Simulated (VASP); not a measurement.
# Be in VASP: single point with RPBE

Aim: the single point of Be with RPBE.

Program: VASP 6.6.1. These are calculated values, not measurements. Logs are shortened: lines on timing, memory, paths and dates and some standing lists are left out, and cuts for length are marked.

## Step 1: The cell of the first run

The cell holds a atom, 1 atom: a = 14.000 Å, b = 14.400 Å, c = 14.800 Å, α = 90.00°, β = 90.00°, γ = 90.00°.

## Step 2: Single point, RPBE, collinear spin, ferromagnetic start

Contents of INCAR:

```
SYSTEM = Be
PREC     = Accurate       ! precision mode
ENCUT    = 520            ! plane-wave cutoff, eV
EDIFF    = 1E-7           ! SCF threshold, eV
ISMEAR   = -1             ! smearing method
SIGMA    = 0.01           ! smearing width, eV
LREAL    = .False.        ! projectors in reciprocal space
LASPH    = .True.         ! aspherical terms in the spheres
NELM     = 150            ! most SCF steps
ALGO     = Normal         ! electronic algorithm
ISIF     = 2              ! what is computed and relaxed
LWAVE    = .False.        ! write WAVECAR
LCHARG   = .True.         ! write CHGCAR
ISPIN    = 2              ! spin polarisation
MAGMOM   = 0.01           ! initial moments
LORBIT   = 11             ! projections on sites
GGA      = RP             ! functional
LELF     = .True.         ! ELF
LVHAR    = .True.       
ISYM     = 0            
NBANDS   = 11             ! bands
```

Contents of KPOINTS:

```
regular mesh
0
Gamma
  1 1 1
  0 0 0
```

Contents of POSCAR:

```
Be
1.0
   14.0000000000      0.0000000000      0.0000000000
    0.0000000000     14.4000000000      0.0000000000
    0.0000000000      0.0000000000     14.8000000000
Be
1
Direct
    0.5000000000      0.5000000000      0.5000000000
```

Potentials or basis: VASP PAW PBE potentials, release 64 (Be).

Launch:

```bash
$ cat potpaw_PBE.64/Be/POTCAR > POTCAR
$ mpirun -np 1 vasp_gam > vasp.out
```

OUTCAR:

```text
SYSTEM = Be
   PREC = Accurate
   ENCUT = 520
   EDIFF = 1E-7
   ISMEAR = -1
   LREAL = .False.
   LASPH = .True.
   NELM = 150
   ISIF = 2
   ISPIN = 2
   LORBIT = 11
   GGA = RP
   ISYM = 0

 ion  position               nearest neighbor table
   1  0.500  0.500  0.500-

IMPORTANT INFORMATION: All symmetrisations will be switched off!
NOSYMM: (Re-)initialisation of all symmetry stuff for point group C_1.

----------------------------------------------------------------------------------------

                                     Primitive cell

  volume of cell :    2983.6800

  direct lattice vectors                    reciprocal lattice vectors
    14.000000000  0.000000000  0.000000000     0.071428571  0.000000000  0.000000000
     0.000000000 14.400000000  0.000000000     0.000000000  0.069444444  0.000000000
     0.000000000  0.000000000 14.800000000     0.000000000  0.000000000  0.067567568

  length of vectors
    14.000000000 14.400000000 14.800000000     0.071428571  0.069444444  0.067567568

  position of ions in fractional coordinates (direct lattice)
     0.500000000  0.500000000  0.500000000

  ion indices of the primitive-cell ions
   primitive index   ion index
                 1           1

----------------------------------------------------------------------------------------

 KPOINTS: regular mesh

Automatic generation of k-mesh.
 Grid dimensions read from file:
 generate k-points for:    1    1    1

 Generating k-lattice:

  Cartesian coordinates                     Fractional coordinates (reciprocal lattice)
     0.071428571  0.000000000  0.000000000     1.000000000  0.000000000  0.000000000
     0.000000000  0.069444444  0.000000000     0.000000000  1.000000000  0.000000000
     0.000000000  0.000000000  0.067567568     0.000000000  0.000000000  1.000000000

  Length of vectors
     0.071428571  0.069444444  0.067567568

  Shift w.r.t. Gamma in fractional coordinates (k-lattice)
     0.000000000  0.000000000  0.000000000

 Subroutine IBZKPT returns following result:
 ===========================================

 Found      1 irreducible k-points:

 Following reciprocal coordinates:
            Coordinates               Weight
  0.000000  0.000000  0.000000      1.000000
   k-points           NKPTS =      1   k-points in BZ     NKDIM =      1   number of bands    NBANDS=     11
   number of dos      NEDOS =    301   number of ions     NIONS =      1
   total plane-waves  NPLWV = ******
   dimension x,y,z NGX =   108 NGY =  108 NGZ =  112
   dimension x,y,z NGXF=   216 NGYF=  216 NGZF=  224
   ions per type =               1
   NGX,Y,Z   is equivalent  to a cutoff of  12.82, 12.47, 12.58 a.u.
   NGXF,Y,Z  is equivalent  to a cutoff of  25.65, 24.94, 25.16 a.u.
 SYSTEM =  Be
   PREC   = accura    normal or accurate (medium, high low for compatibility)
   ISTART =      0    job   : 0-new  1-cont  2-samecut
   ICHARG =      2    charge: 1-file 2-atom 10-const
   ISPIN  =      2    spin polarized calculation?
   LNONCOLLINEAR =      F non collinear calculations
   LSORBIT =      F    spin-orbit coupling
   LASPH  =      T    aspherical Exc in radial PAW
   ENCUT  =  520.0 eV  38.22 Ry    6.18 a.u.  26.03 26.77 27.52*2*pi/ulx,y,z
   NELM   =    150;   NELMIN=  2; NELMDL= -5     # of ELM steps
   EDIFF  = 0.1E-06   stopping-criterion for ELM
   LREAL  =      F    real-space projection
   EDIFFG = 0.1E-05   stopping-criterion for IOM
   NSW    =      0    number of steps for IOM
   IBRION =     -1    ionic relax: 0-MD 1-quasi-New 2-CG
   NFREE  =      0    steps in history (QN), initial steepest desc. (CG)
   ISIF   =      2    stress and relaxation
   ISYM   =      0    0-nonsym 1-usesym 2-fastsym
   POTIM  = 0.5000    time-step for ionic-motion
   TEBEG  =    0.0;   TEEND  =   0.0 temperature during run
   PSTRESS=    0.0 pullay stress
   NELECT =       2.0000    total number of electrons
   NUPDOWN=      -1.0000    fix difference up-down
   EMIN   =  10.00;   EMAX   =-10.00  energy-range for DOS
   EFERMI =   0.00;   METHOD = LEGACY
   ISMEAR =    -1;   SIGMA  =   0.01  broadening in eV -4-tet -1-fermi 0-gaus
   EFERMI_NEDOS =   21; number of points for ismear=-14 and -15
   IALGO  =     38    algorithm
   IMIX   =      4    mixing-type and parameters
     AMIX     =   0.40;   BMIX     =  1.00
     AMIX_MAG =   1.60;   BMIX_MAG =  1.00
  volume/ion in A,a.u.               =    2983.68     20134.87
  Fermi-wavevector in a.u.,A,eV,Ry     =   0.143274  0.270749  0.279293  0.020527
  Thomas-Fermi vector in A             =   0.807119
   LORBIT       =     11    0 simple, 1 ext, 2 COOP (PROOUT), +10 PAW based schemes
   GGA     = RP    functional components
   LHFCALC =     F    Hartree Fock is set to
   AEXX    =    0.0000 exact exchange contribution
   IVDW    =     0    specifies the selected vdW correction
   LEPSILON=     F    determine dielectric tensor
   LRPA    =     F    only Hartree local field effects (RPA)
 spin polarized calculation
  energy-cutoff  :      520.00
  volume of cell :     2983.68
 maximum number of plane-waves:     40220
 NGX is ok and might be reduce to   108
   NGX = 53   NGY = 53   NGZ = 55

 number of electron       2.0000000 magnetization       0.0000571

 number of electron       2.0000000 magnetization      -0.0000167

 Free energy of the ion-electron system (eV)
  ---------------------------------------------------
  ext. energy  EPLUGINS =         0.00000000
  ---------------------------------------------------
  free energy    TOTEN  =        -0.07056471 eV

  energy without entropy =       -0.07056471  energy(sigma->0) =       -0.07056471

 E-fermi :  -5.3264     XC(G=0):  -0.3231

 val. band max:       -5.5864228687   @ k =   0.0000   0.0000   0.0000
 cond. band min:      -1.9695581292   @ k =   0.0000   0.0000   0.0000
 fundamental gap:      3.6168647395
 Fermi energy:        -5.3264188271

 spin component 1

 k-point     1 :       0.0000    0.0000    0.0000
  band No.  band energies     occupation
      1      -5.5864      1.00000
      2      -1.9695      0.00000
      3      -1.9694      0.00000
      4      -1.9692      0.00000
      5      -0.1714      0.00000
      6       0.5582      0.00000
      7       0.5764      0.00000
      8       0.5967      0.00000
      9       0.6134      0.00000
     10       0.6288      0.00000
     11       0.6537      0.00000
 Fermi energy:        -5.3264188271

 spin component 2

 k-point     1 :       0.0000    0.0000    0.0000
  band No.  band energies     occupation
      1      -5.5864      1.00000
      2      -1.9696      0.00000
      3      -1.9694      0.00000
      4      -1.9693      0.00000
      5      -0.1791      0.00000
      6       0.5464      0.00000
      7       0.5757      0.00000
      8       0.5802      0.00000
      9       0.6117      0.00000
     10       0.6253      0.00000
     11       0.6512      0.00000

------------------------ aborting loop because EDIFF is reached ----------------------------------------

  FORCE on cell =-STRESS in cart. coord.  units (eV):
  Direction    XX          YY          ZZ          XY          YZ          ZX
  --------------------------------------------------------------------------------------
  -------------------------------------------------------------------------------------
  Total       -0.0002175     -0.0001468     -0.0001338     -0.0000001     -0.0000000      0.0000000
  in kB       -0.0001168     -0.0000789     -0.0000718     -0.0000000     -0.0000000      0.0000000
  external PRESSURE =      -0.0000892 kB  Pullay stress =       0.0000000 kB

 VOLUME and BASIS-vectors are now :
 -----------------------------------------------------------------------------
  energy-cutoff  :      520.00
  volume of cell :     2983.68
      direct lattice vectors                 reciprocal lattice vectors
    14.000000000  0.000000000  0.000000000     0.071428571  0.000000000  0.000000000
     0.000000000 14.400000000  0.000000000     0.000000000  0.069444444  0.000000000
     0.000000000  0.000000000 14.800000000     0.000000000  0.000000000  0.067567568

 POSITION                                       TOTAL-FORCE (eV/Angst)
 -----------------------------------------------------------------------------------
      7.00000      7.20000      7.40000         0.000000      0.000000     -0.000000
 -----------------------------------------------------------------------------------
    total drift:                                0.000000      0.000000     -0.000000

  FREE ENERGIE OF THE ION-ELECTRON SYSTEM (eV)
  ---------------------------------------------------
  free  energy   TOTEN  =        -0.0705647098 eV

  energy  without entropy=       -0.0705647098  energy(sigma->0) =       -0.07056471

 total charge

# of ion       s       p       d       tot
------------------------------------------
    1        0.672   0.000   0.000   0.672

 magnetization (x)

# of ion       s       p       d       tot
------------------------------------------
    1       -0.000   0.000   0.000  -0.000
```

Run time: 9.4 min. Hardware: 1 thread of Intel Xeon 8259CL, shared host; peak memory 2.6 GiB.

Results:

```
Free energy                                           : -0.0706 eV
Pressure                                              : 0.0 GPa
Band gap on the k mesh                                : 3.62 eV
Net moment                                            : 0.00 μB per cell
Valence electrons inside the program's atomic spheres : Be 0.67
```

Caveat: the PAW data sets were made with another functional, which shifts forces and pressure a little.
